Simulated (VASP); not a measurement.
**B2F: single point with PBE**

The system is B2F.

```
B F
1.0
     3.04240    0.00000    0.00000
    -1.52120    2.63479    0.00000
     0.00000    0.00000    3.54818
B F
2 1
Direct
  0.33333 0.66667 0.50000
  0.66667 0.33333 0.50000
  0.00000 0.00000 0.00000
```

The cell was generated, and may not be a known phase.

```yaml
Program: VASP 6.6.1
Task: single point
Functional: PBE
Potentials_or_basis: VASP PAW PBE potentials, release 64 (B, F)
Cutoff: 520 eV
k_mesh: 6 × 6 × 6
Occupations: gaussian, width 0.1 eV
Spin: no spin polarisation
```

```yaml
Pressure: -2.1 GPa
Band_gap_on_the_k_mesh: zero (an odd number of electrons rules out a gap without spin polarisation)
```

Stress tensor (GPa, compression positive):
```
-9.88  0.00  0.00
 0.00 -9.88  0.00
 0.00  0.00 13.43
```

Levels at points of the mesh, in eV from the Fermi level:
```tsv
k point	band 4	band 5	band 6	band 7	band 8	band 9
(0.00, 0.00, 0.00)	-2.57	-2.57	1.38	1.38	2.63	9.49
(0.50, 0.00, 0.00)	-3.49	-3.22	-1.87	0.25	2.69	6.56
(0.00, 0.00, 0.50)	-2.45	-1.41	-1.00	1.53	1.53	8.88
(0.50, 0.00, 0.50)	-4.89	-2.79	-1.07	-0.76	3.92	4.30
```

Wall time 5.3 s on 1 thread of Intel(R) Xeon(R) Platinum 8559C (Emerald Rapids) (shared host), peak memory 0.14 GiB.

Caveat: the k points lie up to 0.40 Å⁻¹ apart, too coarse for converged energies and pressures of a metal; an odd number of electrons without spin polarisation forces a metal; a magnetic or distorted state may lie lower.
